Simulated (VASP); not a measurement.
# TaN (P1) in VASP: single point with PBEsol

Aim: the single point of TaN with PBEsol.

Program: VASP 6.6.1. These are calculated values, not measurements. Logs are shortened: lines on timing, memory, paths and dates and some standing lists are left out, and cuts for length are marked.

## (1) The cell of the first run

The typed cell holds 2 atoms: a = 2.924 Å, b = 2.924 Å, c = 2.871 Å, α = 90.00°, β = 90.00°, γ = 120.00°.

## (2) Single point, PBEsol (atoms moved at random)

INCAR reads:

```
  PREC = Accurate
  ENCUT = 700
  EDIFF = 1E-6
  ISMEAR = 0
  SIGMA = 0.15
  LREAL = False
  LASPH = True
  NELM = 120
  ALGO = Normal
  ISIF = 2
  LWAVE = False
  LCHARG = False
  GGA = PS
  NBANDS = 16
  GGA_COMPAT = False
```

KPOINTS reads:

```
regular mesh
0
Gamma
  12 12 12
```

POSCAR reads:

```
TaN
1.0
    2.9239890448      0.0000000000      0.0000000000
   -1.4619945224      2.5322487932      0.0000000000
    0.0000000000      0.0000000000      2.8707276426
Ta N
1 1
Direct
    0.2613113837      0.4822978189      0.4782692686
    0.0720219496      0.1843688477      0.0217307314
```

Potentials or basis: VASP PAW PBE potentials, release 64 (Ta_sv_GW, N).

Started as:

```bash
> cat potpaw_PBE.64/Ta_sv_GW/POTCAR potpaw_PBE.64/N/POTCAR > POTCAR
> mpirun -np 1 vasp_std > vasp.out
```

OUTCAR:

```text
PREC = Accurate
   ENCUT = 700
   EDIFF = 1E-6
   ISMEAR = 0
   LREAL = False
   LASPH = True
   NELM = 120
   ISIF = 2
   GGA = PS

 ion  position               nearest neighbor table
   1  0.261  0.482  0.478-   2 1.52   2 1.74
   2  0.072  0.184  0.022-   1 1.52   1 1.74

  LATTYP: Found a hexagonal cell.
 ALAT       =     2.9239890448
 C/A-ratio  =     0.9817846779

  Lattice vectors:

 A1 = (   2.9239890448,   0.0000000000,   0.0000000000)
 A2 = (  -1.4619945224,   2.5322487932,   0.0000000000)
 A3 = (   0.0000000000,   0.0000000000,   2.8707276426)

Analysis of symmetry for initial positions (statically):
=====================================================================
 Subroutine PRICEL returns:
 Original cell was already a primitive cell.

 Routine SETGRP: Setting up the symmetry group for a
 hexagonal supercell.

 Subroutine GETGRP returns: Found  1 space group operations
 (whereof  1 operations were pure point group operations)
 out of a pool of 24 trial point group operations.

The static configuration has the point symmetry C_1 .

Analysis of symmetry for dynamics (positions and initial velocities):
=====================================================================
 Subroutine PRICEL returns:
 Original cell was already a primitive cell.

 Routine SETGRP: Setting up the symmetry group for a
 hexagonal supercell.

 Subroutine GETGRP returns: Found  1 space group operations
 (whereof  1 operations were pure point group operations)
 out of a pool of 24 trial point group operations.

The dynamic configuration has the point symmetry C_1 .

 Subroutine INISYM returns: Found  1 space group operations
 (whereof  1 operations are pure point group operations),
 and found     1 'primitive' translations

----------------------------------------------------------------------------------------

                                     Primitive cell

  volume of cell :      21.2556

  direct lattice vectors                    reciprocal lattice vectors
     2.923989045  0.000000000  0.000000000     0.341998545  0.197452952  0.000000000
    -1.461994522  2.532248793  0.000000000     0.000000000  0.394905904  0.000000000
     0.000000000  0.000000000  2.870727643     0.000000000  0.000000000  0.348343739

  length of vectors
     2.923989045  2.923989045  2.870727643     0.394905904  0.394905904  0.348343739

  position of ions in fractional coordinates (direct lattice)
     0.261311384  0.482297819  0.478269269
     0.072021950  0.184368848  0.021730731

  ion indices of the primitive-cell ions
   primitive index   ion index
                 1           1
                 2           2

----------------------------------------------------------------------------------------

 KPOINTS: regular mesh

Automatic generation of k-mesh.
 Grid dimensions read from file:
 generate k-points for:   12   12   12

 Generating k-lattice:

  Cartesian coordinates                     Fractional coordinates (reciprocal lattice)
     0.028499879  0.016454413  0.000000000     0.083333333  0.000000000  0.000000000
     0.000000000  0.032908825  0.000000000     0.000000000  0.083333333  0.000000000
     0.000000000  0.000000000  0.029028645     0.000000000  0.000000000  0.083333333

  Length of vectors
     0.032908825  0.032908825  0.029028645

  Shift w.r.t. Gamma in fractional coordinates (k-lattice)
     0.000000000  0.000000000  0.000000000

 Subroutine IBZKPT returns following result:
 ===========================================

 Found    868 irreducible k-points:

 Following reciprocal coordinates:
            Coordinates               Weight
  0.000000  0.000000  0.000000      1.000000
  0.083333  0.000000  0.000000      2.000000
  0.000000  0.083333  0.000000      2.000000
 -0.083333  0.083333  0.000000      2.000000
  0.166667  0.000000  0.000000      2.000000
  0.000000  0.166667  0.000000      2.000000
[... 16 lines left out ...]
  0.166667  0.083333  0.000000      2.000000
 -0.083333  0.250000  0.000000      2.000000
 [... further k-points ...]
   k-points           NKPTS =    868   k-points in BZ     NKDIM =    868   number of bands    NBANDS=     16
   number of dos      NEDOS =    301   number of ions     NIONS =      2
   total plane-waves  NPLWV =  21952
   dimension x,y,z NGX =    28 NGY =   28 NGZ =   28
   dimension x,y,z NGXF=    56 NGYF=   56 NGZF=   56
   ions per type =               1   1
   NGX,Y,Z   is equivalent  to a cutoff of  15.92, 15.92, 16.22 a.u.
   NGXF,Y,Z  is equivalent  to a cutoff of  31.84, 31.84, 32.43 a.u.
 SYSTEM =  unknown system
   PREC   = accura    normal or accurate (medium, high low for compatibility)
   ISTART =      0    job   : 0-new  1-cont  2-samecut
   ICHARG =      2    charge: 1-file 2-atom 10-const
   ISPIN  =      1    spin polarized calculation?
   LNONCOLLINEAR =      F non collinear calculations
   LSORBIT =      F    spin-orbit coupling
   LASPH  =      T    aspherical Exc in radial PAW
   ENCUT  =  700.0 eV  51.45 Ry    7.17 a.u.   6.31  6.31  6.19*2*pi/ulx,y,z
   NELM   =    120;   NELMIN=  2; NELMDL= -5     # of ELM steps
   EDIFF  = 0.1E-05   stopping-criterion for ELM
   LREAL  =      F    real-space projection
   EDIFFG = 0.1E-04   stopping-criterion for IOM
   NSW    =      0    number of steps for IOM
   IBRION =     -1    ionic relax: 0-MD 1-quasi-New 2-CG
   NFREE  =      0    steps in history (QN), initial steepest desc. (CG)
   ISIF   =      2    stress and relaxation
   ISYM   =      2    0-nonsym 1-usesym 2-fastsym
   POTIM  = 0.5000    time-step for ionic-motion
   TEBEG  =    0.0;   TEEND  =   0.0 temperature during run
   PSTRESS=    0.0 pullay stress
   NELECT =      18.0000    total number of electrons
   NUPDOWN=      -1.0000    fix difference up-down
   EMIN   =  10.00;   EMAX   =-10.00  energy-range for DOS
   EFERMI =   0.00;   METHOD = LEGACY
   ISMEAR =     0;   SIGMA  =   0.15  broadening in eV -4-tet -1-fermi 0-gaus
   EFERMI_NEDOS =   21; number of points for ismear=-14 and -15
   IALGO  =     38    algorithm
   IMIX   =      4    mixing-type and parameters
     AMIX     =   0.40;   BMIX     =  1.00
     AMIX_MAG =   1.60;   BMIX_MAG =  1.00
  volume/ion in A,a.u.               =      10.63        71.72
  Fermi-wavevector in a.u.,A,eV,Ry     =   1.548844  2.926890 32.639250  2.398917
  Thomas-Fermi vector in A             =   2.653736
   LORBIT       =      0    0 simple, 1 ext, 2 COOP (PROOUT), +10 PAW based schemes
   GGA     = PS    functional components
   LHFCALC =     F    Hartree Fock is set to
   AEXX    =    0.0000 exact exchange contribution
   IVDW    =     0    specifies the selected vdW correction
   LEPSILON=     F    determine dielectric tensor
   LRPA    =     F    only Hartree local field effects (RPA)
 non-spin polarized calculation
 Gauss-broadening in eV      SIGMA  =   0.15
  energy-cutoff  :      700.00
  volume of cell :       21.26
 maximum number of plane-waves:       912
 NGX is ok and might be reduce to    28
   NGX = 13   NGY = 13   NGZ = 13

 number of electron      18.0000000 magnetization

 Free energy of the ion-electron system (eV)
  ---------------------------------------------------
  ext. energy  EPLUGINS =         0.00000000
  ---------------------------------------------------
  free energy    TOTEN  =       -18.70332311 eV

  energy without entropy =      -18.69425839  energy(sigma->0) =      -18.69879075

 E-fermi :  12.4725     XC(G=0): -13.6037

 val. band max:       12.4666248119   @ k =   0.3333  -0.4167  -0.3333
 cond. band min:      12.4744946908   @ k =   0.5000  -0.3333   0.0833
 fundamental gap:      0.0078698789
 Fermi energy:        12.4724852233

 k-point     1 :       0.0000    0.0000    0.0000
  band No.  band energies     occupation
      1     -55.3813      2.00000
      2     -23.2595      2.00000
      3     -21.7477      2.00000
      4     -21.3221      2.00000
      5      -5.4210      2.00000
      6       3.1698      2.00000
[... 8 lines left out ...]
     15      23.3576      0.00000
     16      29.5725      0.00000

 k-point     2 :       0.0833    0.0000    0.0000
  band No.  band energies     occupation
      1     -55.3757      2.00000
      2     -23.2572      2.00000
      3     -21.7865      2.00000
      4     -21.3721      2.00000
      5      -5.3183      2.00000
      6       3.2613      2.00000
[... 8 lines left out ...]
     15      23.9050      0.00000
     16      28.9467      0.00000

 k-point     3 :       0.0000    0.0833    0.0000
  band No.  band energies     occupation
      1     -55.3756      2.00000
      2     -23.2613      2.00000
      3     -21.8159      2.00000
      4     -21.3411      2.00000
      5      -5.3020      2.00000
      6       3.2523      2.00000
[... 8 lines left out ...]
     15      24.0954      0.00000
     16      29.8248      0.00000

 k-point     4 :      -0.0833    0.0833    0.0000
  band No.  band energies     occupation
      1     -55.3758      2.00000
      2     -23.2554      2.00000
      3     -21.7701      2.00000
      4     -21.3885      2.00000
      5      -5.3325      2.00000
      6       3.2479      2.00000
[... 8 lines left out ...]
     15      23.9637      0.00000
     16      28.9937      0.00000
[... 324 lines left out ...]
 k-point    22 :      -0.1667    0.0833    0.0000
  band No.  band energies     occupation
      1     -55.3656      2.00000
      2     -23.2462      2.00000
      3     -21.7985      2.00000
      4     -21.5245      2.00000
      5      -5.1660      2.00000
      6       3.4061      2.00000
[... 8 lines left out ...]
     15      24.8409      0.00000
     16      27.7183      0.00000

 k-point    23 :       0.1667    0.0833    0.0000
  band No.  band energies     occupation
      1     -55.3467      2.00000
      2     -23.2732      2.00000
      3     -22.0797      2.00000
      4     -21.4964      2.00000
      5      -4.7341      2.00000
      6       3.5777      2.00000
[... 8 lines left out ...]
     15      26.1739      0.00000
     16      28.8596      0.00000

 k-point    24 :      -0.0833    0.2500    0.0000
  band No.  band energies     occupation
      1     -55.3466      2.00000
      2     -23.2792      2.00000
      3     -22.0900      2.00000
      4     -21.4806      2.00000
      5      -4.7380      2.00000
      6       3.4910      2.00000
[... 8 lines left out ...]
     15      26.6014      0.00000
     16      29.7812      0.00000

 [... further k-points ...]

------------------------ aborting loop because EDIFF is reached ----------------------------------------

  FORCE on cell =-STRESS in cart. coord.  units (eV):
  Direction    XX          YY          ZZ          XY          YZ          ZX
  --------------------------------------------------------------------------------------
  -------------------------------------------------------------------------------------
  Total        3.2451856     16.7298980     47.6287896      1.1146675     10.0332355      1.6612876
  in kB      244.6110157   1261.0426326   3590.0956675     84.0198338    756.2710652    125.2221943
  external PRESSURE =    1698.5831053 kB  Pullay stress =       0.0000000 kB

 VOLUME and BASIS-vectors are now :
 -----------------------------------------------------------------------------
  energy-cutoff  :      700.00
  volume of cell :       21.26
      direct lattice vectors                 reciprocal lattice vectors
     2.923989045  0.000000000  0.000000000     0.341998545  0.197452952  0.000000000
    -1.461994522  2.532248793  0.000000000     0.000000000  0.394905904  0.000000000
     0.000000000  0.000000000  2.870727643     0.000000000  0.000000000  0.348343739

 POSITION                                       TOTAL-FORCE (eV/Angst)
 -----------------------------------------------------------------------------------
      0.05895      1.22130      1.37298         3.269893     18.902060     13.669427
     -0.05895      0.46687      0.06238        -3.269893    -18.902060    -13.669427
 -----------------------------------------------------------------------------------
    total drift:                                0.000033      0.000169      0.000147

  FREE ENERGIE OF THE ION-ELECTRON SYSTEM (eV)
  ---------------------------------------------------
  free  energy   TOTEN  =       -18.7033231064 eV

  energy  without entropy=      -18.6942583863  energy(sigma->0) =      -18.69879075
```

Run time: 4.2 min. Hardware: 1 thread of Intel Xeon Platinum 8375C at 2.90GHz (Ice Lake), shared host; peak memory 0.59 GiB.

Results:

| Property | Result |
| --- | --- |
| Free energy | -18.7033 eV |
| Pressure | 169.9 GPa |
| Largest force | 23.555 eV/Å |
| Band gap on the k mesh | zero (bands 9 and 10 overlap by 1.78 eV) |

Forces on the atoms (eV/Å):
```
Ta    3.270  18.902  13.669
N    -3.270 -18.902 -13.669
```

Caveat: the cell differs from its parent crystal (atoms moved at random); atoms lie so close that the PAW spheres overlap strongly, which falsifies energies and pressures; the stress differs along the axes, from 24 to 359 GPa; the PAW data sets were made with another functional, which shifts forces and pressure a little; spin-orbit coupling is left out, which moves the levels of the heavy elements.
